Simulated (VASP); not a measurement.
The system is TaSi2.

```xyz
3
Lattice="4.3321 0.0000 0.0000 -2.1660 3.7517 0.0000 0.0000 0.0000 2.7080" Properties=species:S:1:pos:R:3 pbc="T T T"
Ta    0.0000    0.0000    0.0000
Si    0.0000    2.5011    1.3540
Si    2.1660    1.2506    1.3540
```

```yaml
Program: VASP 6.6.1
Task: relaxation of cell and atoms
Functional: PBE
Potentials_or_basis: VASP PAW PBE potentials, release 64 (Ta_pv, Si)
Cutoff: 600 eV
k_mesh: 6 × 6 × 6
Occupations: gaussian, width 0.1 eV
Spin: no spin polarisation
```

At the start: pressure 1.4 GPa; volume 14.67 Å³/atom.

Task: How do energy, volume and symmetry change on relaxing?

Result: Over 5 steps the energy falls by 9.5 meV/atom and the volume is 14.92 Å³/atom (+1.7 %); space group P6/mmm (No. 191, to 0.05 Å).

The path:
```
step  energy change (eV)  largest force (eV/Å)  pressure (GPa)  volume (Å³)
   1              0.0000                0.0000            1.39        44.01
   2             -0.0219                0.0000           -1.04        44.82
   3             -0.0239                0.0000           -1.70        45.06
   4             -0.0236                0.0000            1.58        44.41
   5             -0.0284                0.0000           -0.19        44.76
```

Final structure:
```
CELL_PARAMETERS angstrom
4.41659 0.00000 0.00000
-2.20830 3.82488 0.00000
0.00000 0.00000 2.64936
ATOMIC_POSITIONS crystal
Ta 0.00000 0.00000 0.00000
Si 0.33333 0.66667 0.50000
Si 0.66667 0.33333 0.50000
```

Caveat: the k points lie up to 0.40 Å⁻¹ apart in the final cell.
